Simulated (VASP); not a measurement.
# Ir (Fm-3m) in VASP: further runs

Runs on Ir. Level: LDA. Tasks: density of states.

All numbers are computed with VASP 6.6.1; they aren't measurements. Logs are shortened: lines on timing, memory, paths and dates and some standing lists are left out, and cuts for length are marked.

## (1) The cell of the first run

It takes space group Fm-3m (No. 225, cubic). The conventional cell has a = 3.811 Å, b = 3.811 Å, c = 3.811 Å, α = 90.00°, β = 90.00°, γ = 90.00°. Ir (site symmetry m-3m) has 12 Ir at 2.69 Å within 3.6 Å.

## (2) Density of states, LDA

The input, POSCAR:

```
Ir
1.0
    0.0000000000      1.9055027373      1.9055027373
    1.9055027373      0.0000000000      1.9055027373
    1.9055027373      1.9055027373      0.0000000000
Ir
1
Direct
    0.0000000000      0.0000000000      0.0000000000
```

The input, INCAR.step1:

```
SYSTEM = Ir
PREC = Accurate ; ENCUT = 520
EDIFF = 1E-6 ; ISMEAR = 0
SIGMA = 0.05 ; LREAL = .False.
LASPH = .True. ; NELM = 100
ALGO = Normal ; ISIF = 2
LWAVE = .False. ; LCHARG = .True.
LMAXMIX = 4 ; GGA = CA
NBANDS = 10
```

The input, KPOINTS.step1:

```
Automatic mesh
0
Gamma
  18 18 18
  0 0 0
```

The input, INCAR.step2:

```
SYSTEM = Ir
PREC = Accurate ; ENCUT = 520
EDIFF = 1E-6 ; ISMEAR = -5
SIGMA = 0.05 ; LREAL = .False.
LASPH = .True. ; NELM = 100
ALGO = Normal ; ISIF = 2
LWAVE = .False. ; LCHARG = .False.
LMAXMIX = 4 ; GGA = CA
LORBIT = 11 ; NEDOS = 2001
ICHARG = 11
```

The input, KPOINTS.step2:

```
Automatic mesh
0
Gamma
  27 27 27
  0 0 0
```

Potentials or basis: VASP PAW LDA potentials, release 64 (Ir).

The run is started by

```bash
> cat potpaw_LDA.64/Ir/POTCAR > POTCAR
> cp INCAR.step1 INCAR
> cp KPOINTS.step1 KPOINTS
> mpirun -np 1 vasp_std > vasp.out
> cp INCAR.step2 INCAR
> cp KPOINTS.step2 KPOINTS
> mpirun -np 1 vasp_std > vasp.out
```

OUTCAR:

```text
SYSTEM = Ir
   PREC = Accurate
   ENCUT = 520
   EDIFF = 1E-6
   ISMEAR = -5
   LREAL = .False.
   LASPH = .True.
   NELM = 100
   ISIF = 2
   GGA = CA
   LORBIT = 11
   ICHARG = 11

 ion  position               nearest neighbor table
   1  0.000  0.000  0.000-

  LATTYP: Found a face centered cubic cell.
 ALAT       =     3.8110054746

  Lattice vectors:

 A1 = (   0.0000000000,   1.9055027373,   1.9055027373)
 A2 = (   1.9055027373,   0.0000000000,   1.9055027373)
 A3 = (   1.9055027373,   1.9055027373,   0.0000000000)

Analysis of symmetry for initial positions (statically):
[... 5 lines left out ...]
 face centered cubic supercell.

 Subroutine GETGRP returns: Found 48 space group operations
 (whereof 48 operations were pure point group operations)
 out of a pool of 48 trial point group operations.

The static configuration has the point symmetry O_h .

Analysis of symmetry for dynamics (positions and initial velocities):
[... 5 lines left out ...]
 face centered cubic supercell.

 Subroutine GETGRP returns: Found 48 space group operations
 (whereof 48 operations were pure point group operations)
 out of a pool of 48 trial point group operations.

The dynamic configuration has the point symmetry O_h .

 Subroutine INISYM returns: Found 48 space group operations
 (whereof 48 operations are pure point group operations),
 and found     1 'primitive' translations

----------------------------------------------------------------------------------------

                                     Primitive cell

  volume of cell :      13.8375

  direct lattice vectors                    reciprocal lattice vectors
     0.000000000  1.905502737  1.905502737    -0.262397944  0.262397944  0.262397944
     1.905502737  0.000000000  1.905502737     0.262397944 -0.262397944  0.262397944
     1.905502737  1.905502737  0.000000000     0.262397944  0.262397944 -0.262397944

  length of vectors
     2.694787814  2.694787814  2.694787814     0.454486570  0.454486570  0.454486570

  position of ions in fractional coordinates (direct lattice)
     0.000000000  0.000000000  0.000000000

  ion indices of the primitive-cell ions
   primitive index   ion index
                 1           1

----------------------------------------------------------------------------------------

 KPOINTS: Automatic mesh

Automatic generation of k-mesh.
 Grid dimensions read from file:
 generate k-points for:   27   27   27
[... 62 lines left out ...]
   LSORBIT =      F    spin-orbit coupling
   LASPH  =      T    aspherical Exc in radial PAW
   ENCUT  =  520.0 eV  38.22 Ry    6.18 a.u.   5.01  5.01  5.01*2*pi/ulx,y,z
   NELM   =    100;   NELMIN=  2; NELMDL=  0     # of ELM steps
   EDIFF  = 0.1E-05   stopping-criterion for ELM
   LREAL  =      F    real-space projection
   EDIFFG = 0.1E-04   stopping-criterion for IOM
   NSW    =      0    number of steps for IOM
   IBRION =     -1    ionic relax: 0-MD 1-quasi-New 2-CG
   NFREE  =      0    steps in history (QN), initial steepest desc. (CG)
   ISIF   =      2    stress and relaxation
   ISYM   =      2    0-nonsym 1-usesym 2-fastsym
   POTIM  = 0.5000    time-step for ionic-motion
   TEBEG  =    0.0;   TEEND  =   0.0 temperature during run
   PSTRESS=    0.0 pullay stress
   NELECT =       9.0000    total number of electrons
   NUPDOWN=      -1.0000    fix difference up-down
   EMIN   =  10.00;   EMAX   =-10.00  energy-range for DOS
   EFERMI =   0.00;   METHOD = LEGACY
   ISMEAR =    -5;   SIGMA  =   0.05  broadening in eV -4-tet -1-fermi 0-gaus
   EFERMI_NEDOS =   21; number of points for ismear=-14 and -15
   IALGO  =     38    algorithm
   IMIX   =      4    mixing-type and parameters
     AMIX     =   0.40;   BMIX     =  1.00
     AMIX_MAG =   1.60;   BMIX_MAG =  1.00
  volume/ion in A,a.u.               =      13.84        93.38
  Fermi-wavevector in a.u.,A,eV,Ry     =   1.418413  2.680412 27.373506  2.011896
  Thomas-Fermi vector in A             =   2.539541
   LORBIT       =     11    0 simple, 1 ext, 2 COOP (PROOUT), +10 PAW based schemes
   GGA     = CA    functional components
   LHFCALC =     F    Hartree Fock is set to
   AEXX    =    0.0000 exact exchange contribution
   IVDW    =     0    specifies the selected vdW correction
   LEPSILON=     F    determine dielectric tensor
   LRPA    =     F    only Hartree local field effects (RPA)
 non-spin polarized calculation
 Fermi weights with tetrahedron method with Bloechl corrections
  energy-cutoff  :      520.00
  volume of cell :       13.84
 maximum number of plane-waves:       383

 number of electron       9.0000001 magnetization

 Free energy of the ion-electron system (eV)
  ---------------------------------------------------
  ext. energy  EPLUGINS =         0.00000000
  ---------------------------------------------------
  free energy    TOTEN  =       -10.32435503 eV

  energy without entropy =      -10.32435503  energy(sigma->0) =      -10.32435503

 E-fermi :  10.6914     XC(G=0): -14.2676

 val. band max:       10.6987726853   @ k =  -0.4815   0.4444   0.0000
 cond. band min:      10.6604613270   @ k =   0.4815   0.3333   0.1111
 fundamental gap:     -0.0383113583
 Fermi energy:        10.6913852388

 k-point     1 :       0.0000    0.0000    0.0000
  band No.  band energies     occupation
      1      -0.6406      2.00000
      2       6.6529      2.00000
      3       6.6529      2.00000
      4       6.6529      2.00000
      5       9.4770      2.00000
      6       9.4770      2.00000
      7      25.0010      0.00000
      8      30.6735      0.00000
[... 243 lines left out ...]
 k-point    24 :       0.3704    0.0370    0.0000
  band No.  band energies     occupation
      1       2.3724      2.00000
      2       6.7534      2.00000
      3       6.8731      2.00000
      4       7.4636      2.00000
      5      10.6533      1.38445
      6      10.9528     -0.02805
      7      21.4042      0.00000
      8      25.9075      0.00000

 [... further k-points ...]
[... 5 lines left out ...]
  --------------------------------------------------------------------------------------
  -------------------------------------------------------------------------------------
  Total        0.2049124      0.2049124      0.2049124      0.0000000      0.0000000      0.0000000
  in kB       23.7257608     23.7257608     23.7257608      0.0000000      0.0000000      0.0000000
  external PRESSURE =      23.7257608 kB  Pullay stress =       0.0000000 kB

 VOLUME and BASIS-vectors are now :
 -----------------------------------------------------------------------------
  energy-cutoff  :      520.00
  volume of cell :       13.84
      direct lattice vectors                 reciprocal lattice vectors
     0.000000000  1.905502737  1.905502737    -0.262397944  0.262397944  0.262397944
     1.905502737  0.000000000  1.905502737     0.262397944 -0.262397944  0.262397944
     1.905502737  1.905502737  0.000000000     0.262397944  0.262397944 -0.262397944

 POSITION                                       TOTAL-FORCE (eV/Angst)
 -----------------------------------------------------------------------------------
      0.00000      0.00000      0.00000        -0.000000     -0.000000     -0.000000
 -----------------------------------------------------------------------------------
    total drift:                                0.000000     -0.000000     -0.000000

  FREE ENERGIE OF THE ION-ELECTRON SYSTEM (eV)
  ---------------------------------------------------
  free  energy   TOTEN  =       -10.3243550258 eV

  energy  without entropy=      -10.3243550258  energy(sigma->0) =      -10.32435503

 total charge

# of ion       s       p       d       tot
------------------------------------------
    1        0.690   0.767   7.036   8.493
```

OSZICAR.step1:

```text
N       E                     dE             d eps       ncg     rms          rms(c)
DAV:   1     0.473304396910E+02    0.47330E+02   -0.44099E+03  3932   0.827E+02
DAV:   2    -0.100185994400E+02   -0.57349E+02   -0.54478E+02  3990   0.200E+02
DAV:   3    -0.109255586151E+02   -0.90696E+00   -0.90414E+00  4624   0.306E+01
DAV:   4    -0.109339166827E+02   -0.83581E-02   -0.83564E-02  4424   0.267E+00
DAV:   5    -0.109340936237E+02   -0.17694E-03   -0.17694E-03  4502   0.373E-01    0.167E+01
DAV:   6    -0.104288916716E+02    0.50520E+00   -0.87236E-01  4380   0.116E+01    0.671E+00
DAV:   7    -0.103343095842E+02    0.94582E-01   -0.25314E-01  4906   0.561E+00    0.155E+00
DAV:   8    -0.103272847604E+02    0.70248E-02   -0.29253E-03  4276   0.672E-01    0.354E-01
DAV:   9    -0.103266516350E+02    0.63313E-03   -0.64088E-04  4578   0.373E-01    0.397E-02
DAV:  10    -0.103266475859E+02    0.40491E-05   -0.77878E-06  4992   0.251E-02    0.499E-03
DAV:  11    -0.103266476237E+02   -0.37809E-07   -0.20858E-07  2252   0.423E-03
   1 F= -.10326648E+02 E0= -.10325970E+02  d E =-.135510E-02
```

Run time: 27 s. Hardware: 1 thread of Intel Xeon Platinum 8488C (Sapphire Rapids), shared host; peak memory 0.17 GiB.

Results:

* Valence electrons inside the program's atomic spheres: Ir 8.49

Levels at points of the mesh, in eV from the Fermi level:
```
           k point  band 1  band 2  band 3  band 4  band 5  band 6  band 7  band 8
(0.00, 0.00, 0.00)  -11.33   -4.04   -4.04   -4.04   -1.21   -1.21   14.31   19.98
```

Caveat: spin-orbit coupling is left out, which moves the levels of the heavy elements; tetrahedron occupations give inexact forces and stress in metals.

## (3) Density of states, LDA

POSCAR is that of step 2.

The input, INCAR.step1:

```
SYSTEM = Ir
PREC = Accurate ; ENCUT = 420
EDIFF = 1E-6 ; ISMEAR = 0
SIGMA = 0.05 ; LREAL = .False.
LASPH = .True. ; NELM = 120
ALGO = Normal ; ISIF = 2
LWAVE = .False. ; LCHARG = .True.
LMAXMIX = 4 ; GGA = CA
NBANDS = 14 ; GGA_COMPAT = .False.
NEDOS = 2001 ; LORBIT = 11
```

KPOINTS.step1 is that of step 2.

The input, INCAR.step2:

```
SYSTEM = Ir
PREC = Accurate ; ENCUT = 420
EDIFF = 1E-6 ; ISMEAR = -5
SIGMA = 0.05 ; LREAL = .False.
LASPH = .True. ; NELM = 120
ALGO = Normal ; ISIF = 2
LWAVE = .False. ; LCHARG = .False.
LMAXMIX = 4 ; GGA = CA
LORBIT = 11 ; NEDOS = 2001
ICHARG = 11 ; GGA_COMPAT = .False.
```

KPOINTS.step2 is that of step 2.

Potentials or basis: VASP PAW LDA potentials, release 64 (Ir_sv_GW).

The run is started by

```bash
> cat potpaw_LDA.64/Ir_sv_GW/POTCAR > POTCAR
> cp INCAR.step1 INCAR
> cp KPOINTS.step1 KPOINTS
> mpirun -np 1 vasp_std > vasp.out
> cp INCAR.step2 INCAR
> cp KPOINTS.step2 KPOINTS
> mpirun -np 1 vasp_std > vasp.out
```

Run time: 22 s. Hardware: 1 thread of Intel Xeon 6975P-C (Granite Rapids), shared host; peak memory 0.19 GiB.

The run converged. Its results:

* Valence electrons inside the program's atomic spheres: Ir 16.59

Levels at points of the mesh, in eV from the Fermi level:
```csv
k point,band 5,band 6,band 7,band 8,band 9,band 10,band 11,band 12
"(0.00, 0.00, 0.00)",-11.30,-4.03,-4.03,-4.03,-1.21,-1.21,13.59,19.19
```

Caveat: spin-orbit coupling is left out, which moves the levels of the heavy elements; tetrahedron occupations give inexact forces and stress in metals.
